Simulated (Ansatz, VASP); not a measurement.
## One calculation of Ca, two programs

```xyz
1
Lattice="0.0000 2.6800 2.6800 2.7359 -0.0559 2.7359 2.6800 2.6800 0.0000" Properties=species:S:1:pos:R:3 pbc="T T T"
Ca    0.0000    0.0000    0.0000
```

Alike in both runs: task single point; functional PBEsol; k mesh 12 × 12 × 12; occupations gaussian, width 0.1 eV; no spin polarisation.

|  | VASP | Ansatz |
| --- | --- | --- |
| version | VASP 6.6.1 | Ansatz 0.2.0 |
| potentials or method | VASP PAW PBE potentials, release 64 (Ca_sv), cutoff 520 eV | scalar-relativistic, plane waves, PAW |
| valence electrons in the cell | 10 | 10 |

|  | VASP | Ansatz | Ansatz less VASP |
| --- | --- | --- | --- |
| gap on the k mesh at the Fermi level (eV) | none | none | - |
| pressure (GPa) | 0.4 | 0.4 | +0.01 |
| traceless stress, the component that is largest in VASP (GPa) | 0.31 | 0.31 | +0.001 |

VASP's potentials were made for PBE, not for PBEsol. A gap of «none» marks a metal or a gap that the smearing closes.
